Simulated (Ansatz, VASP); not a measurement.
SrO in VASP and in Ansatz

```
CELL_PARAMETERS angstrom
4.29013 0.00000 0.00000
-2.14506 3.71536 0.00000
0.00000 0.00000 5.18471
ATOMIC_POSITIONS crystal
Sr 0.33333 0.66667 0.93750
Sr 0.66667 0.33333 0.43750
O 0.33333 0.66667 0.43750
O 0.66667 0.33333 0.93750
```

Alike in both runs: task single point; functional PBE; k mesh 6 × 6 × 4; no spin polarisation.

```csv
,VASP,Ansatz
version,VASP 6.6.1,Ansatz 0.2.0
potentials or method,"VASP PAW PBE potentials, release 64 (Sr_sv, O)","plane waves, PAW"
plane-wave cutoff (eV),520,420
occupations,"gaussian, width 0.01 eV",fixed
valence electrons in the cell,32,32
```

```csv
,VASP,Ansatz,Ansatz less VASP
gap on the k mesh at the Fermi level (eV),2.59,2.61,+0.018
pressure (GPa),0.4,0.0,-0.43
```

Ansatz's warnings: structure snapped to symmetry.
